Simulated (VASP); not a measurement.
The system is Ta2O5.

```
Ta O
1.0
     3.84141    0.00000    0.00000
     0.00000    3.86272    0.00000
    -1.81894    0.00000    6.52896
Ta O
2 5
Cartesian
  1.0558 0.0000 5.1665
  0.9667 0.0000 1.3625
  1.0914 1.9314 5.2123
  0.9311 1.9314 1.3167
  -0.8547 0.0000 5.6843
  2.8771 0.0000 0.8447
  1.0112 0.0000 3.2645
```

| Property | Result |
| --- | --- |
| Program | VASP 6.6.1 |
| Task | relaxation of cell and atoms |
| Functional | LDA |
| Potentials or basis | VASP PAW LDA potentials, release 64 (Ta_pv, O) |
| Cutoff | 600 eV |
| k mesh | 8 × 8 × 4 |
| Occupations | gaussian, width 0.02 eV |
| Spin | no spin polarisation |

At the start: pressure -4.7 GPa; volume 13.84 Å³/atom.

Task: How do energy, volume and symmetry change on relaxing?

Result: Over 56 steps the energy falls by 4.6 meV/atom and the volume is 13.56 Å³/atom (-2.0 %); space group P2/m (No. 10, to 0.1 Å) before, Cmmm (No. 65, to 0.1 Å).

Step by step:
| step | energy change (eV) | largest force (eV/Å) | pressure (GPa) | volume (Å³) |
| --- | --- | --- | --- | --- |
| 1 | 0.0000 | 0.1653 | -4.68 | 96.88 |
| 3 | -0.0300 | 0.1065 | 0.04 | 94.93 |
| 5 | -0.0299 | 0.0645 | -0.01 | 94.86 |
| 7 | -0.0314 | 0.0256 | -0.10 | 94.95 |
| 9 | -0.0315 | 0.0308 | 0.16 | 94.86 |
| 11 | -0.0316 | 0.0203 | 0.06 | 94.89 |
| 13 | -0.0317 | 0.0260 | 0.05 | 94.88 |
| 15 | -0.0317 | 0.0677 | -0.19 | 94.98 |
| 17 | -0.0319 | 0.0125 | -0.03 | 94.91 |
| 19 | -0.0319 | 0.0145 | 0.01 | 94.90 |
| 21 | -0.0319 | 0.0173 | 0.05 | 94.88 |
| 23 | -0.0320 | 0.0159 | 0.00 | 94.90 |
| 25 | -0.0320 | 0.0151 | -0.04 | 94.91 |
| 27 | -0.0320 | 0.0189 | 0.02 | 94.89 |
| 29 | -0.0321 | 0.0291 | 0.02 | 94.90 |
| 31 | -0.0322 | 0.0216 | -0.04 | 94.92 |
| 33 | -0.0322 | 0.0165 | -0.08 | 94.93 |
| 35 | -0.0323 | 0.0154 | 0.02 | 94.90 |
| 37 | -0.0323 | 0.0168 | 0.03 | 94.90 |
| 39 | -0.0323 | 0.0169 | -0.01 | 94.92 |
| 41 | -0.0324 | 0.0206 | -0.05 | 94.93 |
| 43 | -0.0324 | 0.0157 | -0.02 | 94.92 |
| 45 | -0.0324 | 0.0263 | -0.01 | 94.92 |
| 47 | -0.0325 | 0.0085 | 0.03 | 94.91 |
| 49 | -0.0325 | 0.0055 | 0.06 | 94.90 |
| 51 | -0.0325 | 0.0076 | -0.02 | 94.93 |
| 53 | -0.0325 | 0.0054 | 0.02 | 94.91 |
| 55 | -0.0325 | 0.0069 | 0.00 | 94.92 |
| 56 | -0.0325 | 0.0049 | -0.01 | 94.92 |

Final structure:
```xyz
7
Lattice="3.8175 0.0000 -0.0260 0.0000 3.8446 0.0000 -1.8516 0.0000 6.4802" Properties=species:S:1:pos:R:3 pbc="T T T"
Ta    1.0016    0.0000    5.1195
Ta    0.9642    0.0000    1.3347
O     1.0066    1.9223    5.1702
O     0.9592    1.9223    1.2839
O    -0.9025    0.0000    5.6377
O     2.8683    0.0000    0.8165
O     0.9829    0.0000    3.2271
```
